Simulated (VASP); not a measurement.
Wanted: the native input for a VASP 6.6.1 run.

| Item | Value |
| --- | --- |
| Task | electric field gradients |
| Functional | PBEsol |
| Potentials or basis | VASP PAW PBE potentials, release 64 (Cu) |
| Cutoff | 520 eV |
| k mesh | 19 × 19 × 19 |
| Occupations | fermi-dirac, width 0.08 eV |
| Spin | no spin polarisation |
| Dipole correction | no |
| Further INCAR settings | ALGO = Normal; EDIFF = 1e-08; NBANDS = 12 |

The structure of Cu lies in POSCAR:

```
Cu
1.0
    0.0000000000      1.7892411759      1.7892411759
    1.7892411759      0.0000000000      1.7892411759
    1.7892411759      1.7892411759      0.0000000000
Cu
1
Direct
    0.0000000000      0.0000000000      0.0000000000
```

This cell differs from its parent crystal: volume scaled by 0.97.

The input as run:

INCAR

```
  PREC = Accurate
  ENCUT = 520
  EDIFF = 1E-8
  ISMEAR = -1
  SIGMA = 0.08
  LREAL = F
  LASPH = T
  NELM = 100
  ALGO = Normal
  ISIF = 2
  LWAVE = F
  LCHARG = F
  GGA = PS
  LEFG = T
  NBANDS = 12
```

KPOINTS

```
Automatic mesh
0
Gamma
  19 19 19
```

Potentials or basis: VASP PAW PBE potentials, release 64 (Cu).

The run is started by

```console
$ cat potpaw_PBE.64/Cu/POTCAR > POTCAR
$ mpirun -np 1 vasp_std > vasp.out
```

It gave:

```
Pressure : -1.4 GPa
```

Caveat: without QUAD_EFG the Cq values of the log hold for a quadrupole moment of 1 mb, not for the nuclei; the PAW data sets were made with another functional, which shifts forces and pressure a little.

It took 24 s on 1 thread of AMD EPYC 7R13 Processor (Zen 3), with other jobs on the host, peak memory 0.11 GiB.
